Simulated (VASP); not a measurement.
# Ag (I4/mmm) in VASP: further runs

Ag is run at these levels: PBEsol; tasks: single point.

Everything below comes from runs of VASP 6.6.1. Logs are shortened: lines on timing, memory, paths and dates and some standing lists are left out, and cuts for length are marked.

## Step 1: The cell of the first run

The structure is tetragonal, space group I4/mmm (No. 139). Conventional cell: a = 2.889 Å, b = 2.889 Å, c = 4.127 Å, α = 90.00°, β = 90.00°, γ = 90.00°. Within 3.8 Å of Ag (site symmetry 4/mmm) lie 12 Ag at 2.89 to 2.90 Å.

## Step 2: Single point, PBEsol (zz strain of +1 %)

Input file INCAR:

```
SYSTEM = Ag
PREC = Accurate
ENCUT = 520
EDIFF = 1E-6
ISMEAR = -1
SIGMA = 0.03
LREAL = .False.
LASPH = .True.
NELM = 80
ALGO = Normal
ISIF = 2
LWAVE = .False.
LCHARG = .False.
GGA = PS
NBANDS = 12
```

Input file KPOINTS:

```
regular mesh
0
Gamma
  15 15 15
  0 0 0
```

Input file POSCAR:

```
Ag
1.0
    0.0000000000      2.0431000000      2.0635310000
    2.0431000000      0.0000000000      2.0635310000
    2.0431000000      2.0431000000      0.0000000000
Ag
1
Direct
    0.0000000000      0.0000000000      0.0000000000
```

Potentials or basis: VASP PAW PBE potentials, release 64 (Ag).

Run with:

```
$ cat potpaw_PBE.64/Ag/POTCAR > POTCAR
$ mpirun -np 1 vasp_std > vasp.out
```

OUTCAR:

```text
SYSTEM = Ag
   PREC = Accurate
   ENCUT = 520
   EDIFF = 1E-6
   ISMEAR = -1
   LREAL = .False.
   LASPH = .True.
   NELM = 80
   ISIF = 2
   GGA = PS

 ion  position               nearest neighbor table
   1  0.000  0.000  0.000-

  LATTYP: Found a body centered tetragonal cell.
 ALAT       =     2.8893797293
 C/A-ratio  =     1.4283556980

  Lattice vectors:

 A1 = (  -2.0431000000,   0.0000000000,   2.0635310000)
 A2 = (   2.0431000000,   0.0000000000,   2.0635310000)
 A3 = (   0.0000000000,   2.0431000000,  -2.0635310000)

Analysis of symmetry for initial positions (statically):
=====================================================================
 Subroutine PRICEL returns:
 Original cell was already a primitive cell.

 Routine SETGRP: Setting up the symmetry group for a
 body centered tetragonal supercell.

 Subroutine GETGRP returns: Found 16 space group operations
 (whereof 16 operations were pure point group operations)
 out of a pool of 16 trial point group operations.

The static configuration has the point symmetry D_4h.

Analysis of symmetry for dynamics (positions and initial velocities):
=====================================================================
 Subroutine PRICEL returns:
 Original cell was already a primitive cell.

 Routine SETGRP: Setting up the symmetry group for a
 body centered tetragonal supercell.

 Subroutine GETGRP returns: Found 16 space group operations
 (whereof 16 operations were pure point group operations)
 out of a pool of 16 trial point group operations.

The dynamic configuration has the point symmetry D_4h.

 Subroutine INISYM returns: Found 16 space group operations
 (whereof 16 operations are pure point group operations),
 and found     1 'primitive' translations

----------------------------------------------------------------------------------------

                                     Primitive cell

  volume of cell :      17.2274

  direct lattice vectors                    reciprocal lattice vectors
     0.000000000  2.043100000  2.063531000    -0.244726151  0.244726151  0.242303120
     2.043100000  0.000000000  2.063531000     0.244726151 -0.244726151  0.242303120
     2.043100000  2.043100000  0.000000000     0.244726151  0.244726151 -0.242303120

  length of vectors
     2.903862565  2.903862565  2.889379729     0.422483823  0.422483823  0.422483823

  position of ions in fractional coordinates (direct lattice)
     0.000000000  0.000000000  0.000000000

  ion indices of the primitive-cell ions
   primitive index   ion index
                 1           1

----------------------------------------------------------------------------------------

 KPOINTS: regular mesh

Automatic generation of k-mesh.
 Grid dimensions read from file:
 generate k-points for:   15   15   15

 Generating k-lattice:

  Cartesian coordinates                     Fractional coordinates (reciprocal lattice)
    -0.016315077  0.016315077  0.016153541     0.066666667 -0.000000000  0.000000000
     0.016315077 -0.016315077  0.016153541    -0.000000000  0.066666667  0.000000000
     0.016315077  0.016315077 -0.016153541     0.000000000  0.000000000  0.066666667

  Length of vectors
     0.028165588  0.028165588  0.028165588

  Shift w.r.t. Gamma in fractional coordinates (k-lattice)
     0.000000000  0.000000000  0.000000000

 Subroutine IBZKPT returns following result:
 ===========================================

 Found    288 irreducible k-points:

 Following reciprocal coordinates:
            Coordinates               Weight
  0.000000  0.000000  0.000000      1.000000
  0.066667  0.000000  0.000000      8.000000
  0.133333  0.000000  0.000000      8.000000
  0.200000  0.000000  0.000000      8.000000
  0.266667  0.000000  0.000000      8.000000
  0.333333  0.000000  0.000000      8.000000
[... 16 lines left out ...]
  0.133333  0.133333  0.000000      2.000000
  0.200000  0.133333  0.000000      8.000000
 [... further k-points ...]
   k-points           NKPTS =    288   k-points in BZ     NKDIM =    288   number of bands    NBANDS=     12
   number of dos      NEDOS =    301   number of ions     NIONS =      1
   total plane-waves  NPLWV =  13824
   dimension x,y,z NGX =    24 NGY =   24 NGZ =   24
   dimension x,y,z NGXF=    48 NGYF=   48 NGZF=   48
   ions per type =               1
   NGX,Y,Z   is equivalent  to a cutoff of  13.74, 13.74, 13.81 a.u.
   NGXF,Y,Z  is equivalent  to a cutoff of  27.48, 27.48, 27.62 a.u.
 SYSTEM =  Ag
   PREC   = accura    normal or accurate (medium, high low for compatibility)
   ISTART =      0    job   : 0-new  1-cont  2-samecut
   ICHARG =      2    charge: 1-file 2-atom 10-const
   ISPIN  =      1    spin polarized calculation?
   LNONCOLLINEAR =      F non collinear calculations
   LSORBIT =      F    spin-orbit coupling
   LASPH  =      T    aspherical Exc in radial PAW
   ENCUT  =  520.0 eV  38.22 Ry    6.18 a.u.   5.40  5.40  5.37*2*pi/ulx,y,z
   NELM   =     80;   NELMIN=  2; NELMDL= -5     # of ELM steps
   EDIFF  = 0.1E-05   stopping-criterion for ELM
   LREAL  =      F    real-space projection
[... 7 lines left out ...]
   TEBEG  =    0.0;   TEEND  =   0.0 temperature during run
   PSTRESS=    0.0 pullay stress
   NELECT =      11.0000    total number of electrons
   NUPDOWN=      -1.0000    fix difference up-down
   EMIN   =  10.00;   EMAX   =-10.00  energy-range for DOS
   EFERMI =   0.00;   METHOD = LEGACY
   ISMEAR =    -1;   SIGMA  =   0.03  broadening in eV -4-tet -1-fermi 0-gaus
   EFERMI_NEDOS =   21; number of points for ismear=-14 and -15
   IALGO  =     38    algorithm
   IMIX   =      4    mixing-type and parameters
     AMIX     =   0.40;   BMIX     =  1.00
     AMIX_MAG =   1.60;   BMIX_MAG =  1.00
  volume/ion in A,a.u.               =      17.23       116.26
  Fermi-wavevector in a.u.,A,eV,Ry     =   1.409718  2.663981 27.038932  1.987305
  Thomas-Fermi vector in A             =   2.531746
   LORBIT       =      0    0 simple, 1 ext, 2 COOP (PROOUT), +10 PAW based schemes
   GGA     = PS    functional components
   LHFCALC =     F    Hartree Fock is set to
   AEXX    =    0.0000 exact exchange contribution
   IVDW    =     0    specifies the selected vdW correction
   LEPSILON=     F    determine dielectric tensor
   LRPA    =     F    only Hartree local field effects (RPA)
 non-spin polarized calculation
  energy-cutoff  :      520.00
  volume of cell :       17.23
 maximum number of plane-waves:       479
 NGX is ok and might be reduce to    24
   NGX = 11   NGY = 11   NGZ = 11

 number of electron      10.9999998 magnetization

 Free energy of the ion-electron system (eV)
  ---------------------------------------------------
  ext. energy  EPLUGINS =         0.00000000
  ---------------------------------------------------
  free energy    TOTEN  =        -3.29879615 eV

  energy without entropy =       -3.29735315  energy(sigma->0) =       -3.29807465

 E-fermi :   8.2140     XC(G=0): -12.3512

 val. band max:        8.2113595046   @ k =   0.4667   0.2667   0.0000
 cond. band min:       8.2172227111   @ k =  -0.2667   0.2667   0.0000
 fundamental gap:      0.0058632065
 Fermi energy:         8.2140254316

 k-point     1 :       0.0000    0.0000    0.0000
  band No.  band energies     occupation
      1       0.3344      2.00000
      2       3.3093      2.00000
      3       3.3732      2.00000
      4       3.3732      2.00000
      5       4.3466      2.00000
      6       4.4106      2.00000
      7      24.0531      0.00000
      8      27.4788      0.00000
      9      27.6048      0.00000
     10      27.6048      0.00000
     11      32.3577      0.00000
     12      33.3758      0.00000

 k-point     2 :       0.0667    0.0000    0.0000
  band No.  band energies     occupation
      1       0.4722      2.00000
      2       3.3069      2.00000
      3       3.3818      2.00000
      4       3.4110      2.00000
      5       4.3334      2.00000
      6       4.3949      2.00000
      7      24.0679      0.00000
      8      26.4286      0.00000
      9      27.5748      0.00000
     10      27.6562      0.00000
     11      32.3059      0.00000
     12      33.2408      0.00000

 k-point     3 :       0.1333    0.0000    0.0000
  band No.  band energies     occupation
      1       0.8628      2.00000
      2       3.2543      2.00000
      3       3.4618      2.00000
      4       3.5028      2.00000
      5       4.3176      2.00000
      6       4.3699      2.00000
      7      23.3293      0.00000
      8      25.0634      0.00000
      9      27.6829      0.00000
     10      27.7624      0.00000
     11      31.2471      0.00000
     12      32.6287      0.00000

 k-point     4 :       0.2000    0.0000    0.0000
  band No.  band energies     occupation
      1       1.4002      2.00000
      2       3.2897      2.00000
      3       3.5294      2.00000
      4       3.5786      2.00000
      5       4.3700      2.00000
      6       4.4038      2.00000
      7      21.0345      0.00000
      8      24.8560      0.00000
      9      27.6963      0.00000
     10      27.7775      0.00000
     11      30.6655      0.00000
     12      31.6999      0.00000

 k-point     5 :       0.2667    0.0000    0.0000
  band No.  band energies     occupation
      1       1.7932      2.00000
      2       3.5105      2.00000
      3       3.5675      2.00000
      4       3.7344      2.00000
      5       4.5467      2.00000
      6       4.5588      2.00000
      7      18.4702      0.00000
      8      24.5152      0.00000
      9      27.3932      0.00000
     10      27.5020      0.00000
     11      30.8825      0.00000
     12      31.0774      0.00000

 k-point     6 :       0.3333    0.0000    0.0000
  band No.  band energies     occupation
      1       1.8674      2.00000
      2       3.4337      2.00000
      3       3.4932      2.00000
      4       4.7662      2.00000
      5       4.7901      2.00000
      6       4.7959      2.00000
      7      15.9542      0.00000
      8      24.0029      0.00000
      9      26.7634      0.00000
     10      26.9240      0.00000
     11      30.6719      0.00000
     12      30.9258      0.00000

 k-point     7 :       0.4000    0.0000    0.0000
  band No.  band energies     occupation
      1       1.8147      2.00000
      2       3.3550      2.00000
      3       3.4145      2.00000
      4       5.0057      2.00000
      5       5.0244      2.00000
      6       6.1394      2.00000
      7      13.6477      0.00000
      8      23.5565      0.00000
      9      26.1188      0.00000
     10      26.3214      0.00000
     11      30.6311      0.00000
     12      30.8571      0.00000

 k-point     8 :       0.4667    0.0000    0.0000
  band No.  band energies     occupation
      1       1.7673      2.00000
      2       3.3084      2.00000
      3       3.3675      2.00000
      4       5.1335      2.00000
      5       5.1594      2.00000
      6       7.4158      2.00000
      7      11.9128      0.00000
      8      23.3093      0.00000
      9      25.7350      0.00000
     10      25.9585      0.00000
     11      30.6462      0.00000
     12      30.8585      0.00000
[... 166 lines left out ...]
 k-point    20 :      -0.2000    0.0667    0.0000
  band No.  band energies     occupation
      1       1.6808      2.00000
      2       3.2374      2.00000
      3       3.5826      2.00000
      4       3.6396      2.00000
      5       4.2731      2.00000
      6       4.6541      2.00000
      7      20.2551      0.00000
      8      24.0125      0.00000
      9      26.6859      0.00000
     10      29.4509      0.00000
     11      29.4642      0.00000
     12      31.0450      0.00000

 k-point    21 :      -0.1333    0.0667    0.0000
  band No.  band energies     occupation
      1       1.1528      2.00000
      2       3.1858      2.00000
      3       3.5368      2.00000
      4       3.5701      2.00000
      5       4.2458      2.00000
      6       4.4541      2.00000
      7      22.7311      0.00000
      8      24.3238      0.00000
      9      26.7822      0.00000
     10      28.9519      0.00000
     11      30.0650      0.00000
     12      32.6099      0.00000

 k-point    22 :      -0.0667    0.0667    0.0000
  band No.  band energies     occupation
      1       0.6979      2.00000
      2       3.2718      2.00000
      3       3.4336      2.00000
      4       3.4629      2.00000
      5       4.3185      2.00000
      6       4.3762      2.00000
      7      23.9969      0.00000
      8      25.3782      0.00000
      9      26.8412      0.00000
     10      28.2846      0.00000
     11      31.4253      0.00000
     12      33.3097      0.00000

 k-point    23 :       0.1333    0.1333    0.0000
  band No.  band energies     occupation
      1       1.0319      2.00000
      2       3.0451      2.00000
      3       3.6343      2.00000
      4       3.6343      2.00000
      5       4.1015      2.00000
      6       4.5251      2.00000
      7      24.3065      0.00000
      8      25.7117      0.00000
      9      25.8008      0.00000
     10      25.8008      0.00000
     11      31.3906      0.00000
     12      33.2464      0.00000

 k-point    24 :       0.2000    0.1333    0.0000
  band No.  band energies     occupation
      1       1.4520      2.00000
      2       2.9332      2.00000
      3       3.7109      2.00000
      4       3.7607      2.00000
      5       4.1140      2.00000
      6       4.5890      2.00000
      7      23.1025      0.00000
      8      24.7026      0.00000
      9      25.0583      0.00000
     10      26.5132      0.00000
     11      29.8256      0.00000
     12      33.2459      0.00000

 [... further k-points ...]

------------------------ aborting loop because EDIFF is reached ----------------------------------------

  FORCE on cell =-STRESS in cart. coord.  units (eV):
  Direction    XX          YY          ZZ          XY          YZ          ZX
  --------------------------------------------------------------------------------------
  -------------------------------------------------------------------------------------
  Total       -0.4209100     -0.4209100     -0.4232809      0.0000000     -0.0000000     -0.0000000
  in kB      -39.1452947    -39.1452947    -39.3657914      0.0000000     -0.0000000     -0.0000000
  external PRESSURE =     -39.2187936 kB  Pullay stress =       0.0000000 kB

 VOLUME and BASIS-vectors are now :
 -----------------------------------------------------------------------------
  energy-cutoff  :      520.00
  volume of cell :       17.23
      direct lattice vectors                 reciprocal lattice vectors
     0.000000000  2.043100000  2.063531000    -0.244726151  0.244726151  0.242303120
     2.043100000  0.000000000  2.063531000     0.244726151 -0.244726151  0.242303120
     2.043100000  2.043100000  0.000000000     0.244726151  0.244726151 -0.242303120

 POSITION                                       TOTAL-FORCE (eV/Angst)
 -----------------------------------------------------------------------------------
      0.00000      0.00000      0.00000         0.000000      0.000000     -0.000000
 -----------------------------------------------------------------------------------
    total drift:                                0.000000      0.000000     -0.000000

  FREE ENERGIE OF THE ION-ELECTRON SYSTEM (eV)
  ---------------------------------------------------
  free  energy   TOTEN  =        -3.2987961549 eV

  energy  without entropy=       -3.2973531475  energy(sigma->0) =       -3.29807465
```

Wall time 60 s (1 thread of Intel Xeon 8259CL, shared host); peak memory 0.19 GiB.

What came out:

```yaml
Free_energy: -3.2988 eV
Pressure: -3.9 GPa
Band_gap_on_the_k_mesh: zero (an odd number of electrons rules out a gap without spin polarisation)
```

Caveat: the cell differs from its parent crystal (zz strain of +1 %); the cell stands under tension; the PAW data sets were made with another functional, which shifts forces and pressure a little.

## Step 3: Single point, PBEsol (zz strain of +2 %)

Input file INCAR:

```
PREC = Accurate ; ENCUT = 520
EDIFF = 1E-7 ; ISMEAR = -1
SIGMA = 0.03 ; LREAL = False
LASPH = True ; NELM = 60
ALGO = Normal ; ISIF = 2
LWAVE = False ; LCHARG = True
GGA = PS ; LELF = True
LVHAR = True ; NBANDS = 12
```

Input file KPOINTS:

```
Automatic mesh
0
Gamma
  15 15 15
```

Input file POSCAR:

```
Ag
1.0
    0.0000000000      2.0431000000      2.0839620000
    2.0431000000      0.0000000000      2.0839620000
    2.0431000000      2.0431000000      0.0000000000
Ag
1
Direct
    0.0000000000      0.0000000000      0.0000000000
```

Potentials or basis: VASP PAW PBE potentials, release 64 (Ag).

Run with:

```
$ cat potpaw_PBE.64/Ag/POTCAR > POTCAR
$ mpirun -np 1 vasp_std > vasp.out
```

Run time: 63 s. Hardware: 1 thread of Intel Xeon 8259CL, shared host; peak memory 0.18 GiB.

Results (log left out):

| Quantity | Value |
| --- | --- |
| Free energy | -3.2942 eV |
| Pressure | -4.8 GPa |
| Band gap on the k mesh | zero (an odd number of electrons rules out a gap without spin polarisation) |

Stress tensor (GPa, compression positive):
```
-4.76  0.00  0.00
 0.00 -4.76  0.00
 0.00  0.00 -4.88
```

Levels at points of the mesh, in eV from the Fermi level:
| k point | band 4 | band 5 | band 6 | band 7 | band 8 | band 9 |
| --- | --- | --- | --- | --- | --- | --- |
| (0.00, 0.00, 0.00) | -4.77 | -3.87 | -3.75 | 15.83 | 19.12 | 19.36 |

Caveat: the cell differs from its parent crystal (zz strain of +2 %); the cell stands under tension; the PAW data sets were made with another functional, which shifts forces and pressure a little.
